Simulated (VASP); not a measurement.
# GaAs (drp) (F-43m) in VASP: notebook

The runs below take GaAs (drp) through single point, relaxation of cell and atoms, with RPBE.

Everything below comes from runs of VASP 6.6.1. Logs are shortened: lines on timing, memory, paths and dates and some standing lists are left out, and cuts for length are marked.

## Step 1: The cell of the first run

It takes space group F-43m (No. 216, cubic). The conventional cell has a = 5.750 Å, b = 5.750 Å, c = 5.750 Å, α = 90.00°, β = 90.00°, γ = 90.00°. Ga (site symmetry -43m) has 4 As at 2.49 Å within 3.3 Å. As (site symmetry -43m) has 4 Ga at 2.49 Å within 3.3 Å.

## Step 2: Single point, RPBE

INCAR reads:

```
SYSTEM = GaAs
PREC = Accurate ; ENCUT = 520
EDIFF = 1E-7 ; ISMEAR = 0
SIGMA = 0.1 ; LREAL = .False.
LASPH = .True. ; NELM = 100
ALGO = Normal ; ISIF = 2
LWAVE = .False. ; LCHARG = .True.
GGA = RP ; LELF = .True.
LVHAR = .True. ; NBANDS = 16
```

KPOINTS reads:

```
Automatic mesh
0
Gamma
  6 6 6
  0 0 0
```

POSCAR reads:

```
GaAs
1.0
    0.0000000000      2.8750910500      2.8750910500
    2.8750910500      0.0000000000      2.8750910500
    2.8750910500      2.8750910500      0.0000000000
Ga As
1 1
Direct
    0.0000000000      0.0000000000      0.0000000000
    0.7500000000      0.7500000000      0.7500000000
```

Potentials or basis: VASP PAW PBE potentials, release 64 (Ga_d, As).

Run with:

```
$ cat potpaw_PBE.64/Ga_d/POTCAR potpaw_PBE.64/As/POTCAR > POTCAR
$ mpirun -np 1 vasp_std > vasp.out
```

OUTCAR:

```text
SYSTEM = GaAs
   PREC = Accurate
   ENCUT = 520
   EDIFF = 1E-7
   ISMEAR = 0
   LREAL = .False.
   LASPH = .True.
   NELM = 100
   ISIF = 2
   GGA = RP

 ion  position               nearest neighbor table
   1  0.000  0.000  0.000-   2 2.49   2 2.49   2 2.49   2 2.49
   2  0.750  0.750  0.750-   1 2.49   1 2.49   1 2.49   1 2.49

  LATTYP: Found a face centered cubic cell.
 ALAT       =     5.7501821000

  Lattice vectors:

 A1 = (   0.0000000000,   2.8750910500,   2.8750910500)
 A2 = (   2.8750910500,   0.0000000000,   2.8750910500)
 A3 = (   2.8750910500,   2.8750910500,   0.0000000000)

Analysis of symmetry for initial positions (statically):
=====================================================================
 Subroutine PRICEL returns:
 Original cell was already a primitive cell.

 Routine SETGRP: Setting up the symmetry group for a
 face centered cubic supercell.

 Subroutine GETGRP returns: Found 24 space group operations
 (whereof 24 operations were pure point group operations)
 out of a pool of 48 trial point group operations.

The static configuration has the point symmetry T_d .

Analysis of symmetry for dynamics (positions and initial velocities):
=====================================================================
 Subroutine PRICEL returns:
 Original cell was already a primitive cell.

 Routine SETGRP: Setting up the symmetry group for a
 face centered cubic supercell.

 Subroutine GETGRP returns: Found 24 space group operations
 (whereof 24 operations were pure point group operations)
 out of a pool of 48 trial point group operations.

The dynamic configuration has the point symmetry T_d .

 Subroutine INISYM returns: Found 24 space group operations
 (whereof 24 operations are pure point group operations),
 and found     1 'primitive' translations

----------------------------------------------------------------------------------------

                                     Primitive cell

  volume of cell :      47.5319

  direct lattice vectors                    reciprocal lattice vectors
     0.000000000  2.875091050  2.875091050    -0.173907536  0.173907536  0.173907536
     2.875091050  0.000000000  2.875091050     0.173907536 -0.173907536  0.173907536
     2.875091050  2.875091050  0.000000000     0.173907536  0.173907536 -0.173907536

  length of vectors
     4.065992756  4.065992756  4.065992756     0.301216688  0.301216688  0.301216688

  position of ions in fractional coordinates (direct lattice)
     0.000000000  0.000000000  0.000000000
     0.750000000  0.750000000  0.750000000

  ion indices of the primitive-cell ions
   primitive index   ion index
                 1           1
                 2           2

----------------------------------------------------------------------------------------

 KPOINTS: Automatic mesh

Automatic generation of k-mesh.
 Grid dimensions read from file:
 generate k-points for:    6    6    6

 Generating k-lattice:

  Cartesian coordinates                     Fractional coordinates (reciprocal lattice)
    -0.028984589  0.028984589  0.028984589     0.166666667  0.000000000  0.000000000
     0.028984589 -0.028984589  0.028984589     0.000000000  0.166666667  0.000000000
     0.028984589  0.028984589 -0.028984589     0.000000000  0.000000000  0.166666667

  Length of vectors
     0.050202781  0.050202781  0.050202781

  Shift w.r.t. Gamma in fractional coordinates (k-lattice)
     0.000000000  0.000000000  0.000000000

 Subroutine IBZKPT returns following result:
 ===========================================

 Found     16 irreducible k-points:

 Following reciprocal coordinates:
            Coordinates               Weight
  0.000000  0.000000  0.000000      1.000000
  0.166667  0.000000  0.000000      8.000000
  0.333333  0.000000  0.000000      8.000000
  0.500000  0.000000  0.000000      4.000000
  0.166667  0.166667  0.000000      6.000000
  0.333333  0.166667  0.000000     24.000000
[... 8 lines left out ...]
 -0.333333  0.333333  0.166667     24.000000
 -0.333333  0.500000  0.166667     12.000000
   k-points           NKPTS =     16   k-points in BZ     NKDIM =     16   number of bands    NBANDS=     16
   number of dos      NEDOS =    301   number of ions     NIONS =      2
   total plane-waves  NPLWV =  27000
   dimension x,y,z NGX =    30 NGY =   30 NGZ =   30
   dimension x,y,z NGXF=    60 NGYF=   60 NGZF=   60
   ions per type =               1   1
   NGX,Y,Z   is equivalent  to a cutoff of  12.27, 12.27, 12.27 a.u.
   NGXF,Y,Z  is equivalent  to a cutoff of  24.53, 24.53, 24.53 a.u.
 SYSTEM =  GaAs
   PREC   = accura    normal or accurate (medium, high low for compatibility)
   ISTART =      0    job   : 0-new  1-cont  2-samecut
   ICHARG =      2    charge: 1-file 2-atom 10-const
   ISPIN  =      1    spin polarized calculation?
   LNONCOLLINEAR =      F non collinear calculations
   LSORBIT =      F    spin-orbit coupling
   LASPH  =      T    aspherical Exc in radial PAW
   ENCUT  =  520.0 eV  38.22 Ry    6.18 a.u.   7.56  7.56  7.56*2*pi/ulx,y,z
   NELM   =    100;   NELMIN=  2; NELMDL= -5     # of ELM steps
   EDIFF  = 0.1E-06   stopping-criterion for ELM
   LREAL  =      F    real-space projection
   EDIFFG = 0.1E-05   stopping-criterion for IOM
   NSW    =      0    number of steps for IOM
   IBRION =     -1    ionic relax: 0-MD 1-quasi-New 2-CG
   NFREE  =      0    steps in history (QN), initial steepest desc. (CG)
   ISIF   =      2    stress and relaxation
   ISYM   =      2    0-nonsym 1-usesym 2-fastsym
   POTIM  = 0.5000    time-step for ionic-motion
   TEBEG  =    0.0;   TEEND  =   0.0 temperature during run
   PSTRESS=    0.0 pullay stress
   NELECT =      18.0000    total number of electrons
   NUPDOWN=      -1.0000    fix difference up-down
   EMIN   =  10.00;   EMAX   =-10.00  energy-range for DOS
   EFERMI =   0.00;   METHOD = LEGACY
   ISMEAR =     0;   SIGMA  =   0.10  broadening in eV -4-tet -1-fermi 0-gaus
   EFERMI_NEDOS =   21; number of points for ismear=-14 and -15
   IALGO  =     38    algorithm
   IMIX   =      4    mixing-type and parameters
     AMIX     =   0.40;   BMIX     =  1.00
     AMIX_MAG =   1.60;   BMIX_MAG =  1.00
  volume/ion in A,a.u.               =      23.77       160.38
  Fermi-wavevector in a.u.,A,eV,Ry     =   1.184415  2.238221 19.086796  1.402840
  Thomas-Fermi vector in A             =   2.320630
   LORBIT       =      0    0 simple, 1 ext, 2 COOP (PROOUT), +10 PAW based schemes
   GGA     = RP    functional components
   LHFCALC =     F    Hartree Fock is set to
   AEXX    =    0.0000 exact exchange contribution
   IVDW    =     0    specifies the selected vdW correction
   LEPSILON=     F    determine dielectric tensor
   LRPA    =     F    only Hartree local field effects (RPA)
 non-spin polarized calculation
 Gauss-broadening in eV      SIGMA  =   0.10
  energy-cutoff  :      520.00
  volume of cell :       47.53
 maximum number of plane-waves:      1303
   NGX = 15   NGY = 15   NGZ = 15

 number of electron      17.9999988 magnetization

 Free energy of the ion-electron system (eV)
  ---------------------------------------------------
  ext. energy  EPLUGINS =         0.00000000
  ---------------------------------------------------
  free energy    TOTEN  =        -7.57005506 eV

  energy without entropy =       -7.56990527  energy(sigma->0) =       -7.56998017

 E-fermi :   3.7335     XC(G=0):  -9.1777

 val. band max:        3.5831873419   @ k =   0.0000   0.0000   0.0000
 cond. band min:       3.8495391782   @ k =   0.0000   0.0000   0.0000
 fundamental gap:      0.2663518363
 Fermi energy:         3.7334663528

 k-point     1 :       0.0000    0.0000    0.0000
  band No.  band energies     occupation
      1     -11.1515      2.00000
      2     -11.1515      2.00000
      3     -11.1515      2.00000
      4     -11.0845      2.00000
      5     -11.0845      2.00000
      6      -8.7499      2.00000
[... 8 lines left out ...]
     15      13.5508      0.00000
     16      13.5508      0.00000

 k-point     2 :       0.1667    0.0000    0.0000
  band No.  band energies     occupation
      1     -11.1686      2.00000
      2     -11.1466      2.00000
      3     -11.1466      2.00000
      4     -11.0846      2.00000
      5     -11.0846      2.00000
      6      -8.4538      2.00000
[... 8 lines left out ...]
     15      12.5803      0.00000
     16      12.5803      0.00000

 k-point     3 :       0.3333    0.0000    0.0000
  band No.  band energies     occupation
      1     -11.1998      2.00000
      2     -11.1383      2.00000
      3     -11.1383      2.00000
      4     -11.0831      2.00000
      5     -11.0831      2.00000
      6      -7.6944      2.00000
[... 8 lines left out ...]
     15      13.1542      0.00000
     16      13.1542      0.00000

 k-point     4 :       0.5000    0.0000    0.0000
  band No.  band energies     occupation
      1     -11.2142      2.00000
      2     -11.1353      2.00000
      3     -11.1353      2.00000
      4     -11.0813      2.00000
      5     -11.0813      2.00000
      6      -7.1417      2.00000
[... 8 lines left out ...]
     15      15.2414      0.00000
     16      15.2414      0.00000
[... 172 lines left out ...]
 k-point    14 :       0.5000    0.3333    0.1667
  band No.  band energies     occupation
      1     -11.2202      2.00000
      2     -11.1288      2.00000
      3     -11.1231      2.00000
      4     -11.0927      2.00000
      5     -11.0794      2.00000
      6      -7.0874      2.00000
[... 8 lines left out ...]
     15      14.5112      0.00000
     16      16.4165      0.00000

 k-point    15 :      -0.3333    0.3333    0.1667
  band No.  band energies     occupation
      1     -11.2265      2.00000
      2     -11.1283      2.00000
      3     -11.1189      2.00000
      4     -11.0908      2.00000
      5     -11.0813      2.00000
      6      -6.6399      2.00000
[... 8 lines left out ...]
     15      15.5141      0.00000
     16      15.9875      0.00000

 k-point    16 :      -0.3333    0.5000    0.1667
  band No.  band energies     occupation
      1     -11.2344      2.00000
      2     -11.1217      2.00000
      3     -11.1136      2.00000
      4     -11.0965      2.00000
      5     -11.0784      2.00000
      6      -6.4314      2.00000
[... 8 lines left out ...]
     15      15.4889      0.00000
     16      16.6717      0.00000

------------------------ aborting loop because EDIFF is reached ----------------------------------------

  FORCE on cell =-STRESS in cart. coord.  units (eV):
  Direction    XX          YY          ZZ          XY          YZ          ZX
  --------------------------------------------------------------------------------------
  -------------------------------------------------------------------------------------
  Total        0.5256818      0.5256818      0.5256818     -0.0000000     -0.0000000     -0.0000000
  in kB       17.7193869     17.7193869     17.7193869     -0.0000000     -0.0000000     -0.0000000
  external PRESSURE =      17.7193869 kB  Pullay stress =       0.0000000 kB

 VOLUME and BASIS-vectors are now :
 -----------------------------------------------------------------------------
  energy-cutoff  :      520.00
  volume of cell :       47.53
      direct lattice vectors                 reciprocal lattice vectors
     0.000000000  2.875091050  2.875091050    -0.173907536  0.173907536  0.173907536
     2.875091050  0.000000000  2.875091050     0.173907536 -0.173907536  0.173907536
     2.875091050  2.875091050  0.000000000     0.173907536  0.173907536 -0.173907536

 POSITION                                       TOTAL-FORCE (eV/Angst)
 -----------------------------------------------------------------------------------
      0.00000      0.00000      0.00000         0.000000      0.000000      0.000000
      4.31264      4.31264      4.31264        -0.000000     -0.000000     -0.000000
 -----------------------------------------------------------------------------------
    total drift:                               -0.000002     -0.000002     -0.000002

  FREE ENERGIE OF THE ION-ELECTRON SYSTEM (eV)
  ---------------------------------------------------
  free  energy   TOTEN  =        -7.5700550640 eV

  energy  without entropy=       -7.5699052678  energy(sigma->0) =       -7.56998017
```

Run time: 12 s. Hardware: 1 thread of Intel Xeon Platinum 8559C (Emerald Rapids), shared host; peak memory 0.17 GiB.

Results:

| Property | Result |
| --- | --- |
| Free energy | -7.5701 eV |
| Pressure | 1.8 GPa |
| Band gap on the k mesh | 0.27 eV, direct |

Levels at points of the mesh, in eV from the valence-band top:
```
           k point  band 5  band 6  band 7  band 8  band 9  band 10  band 11  band 12  band 13  band 14
(0.00, 0.00, 0.00)  -14.67  -12.33    0.00    0.00    0.00     0.27     3.74     3.74     3.74     7.66
(0.50, 0.00, 0.00)  -14.66  -10.72   -6.33   -1.06   -1.06     0.96     4.65     4.65     7.87    10.19
(0.50, 0.50, 0.00)  -14.66  -10.05   -6.55   -2.49   -2.49     1.66     1.76     9.82     9.82    10.68
```

Caveat: the PAW data sets were made with another functional, which shifts forces and pressure a little.

(Part 1 of 2 ends here.)
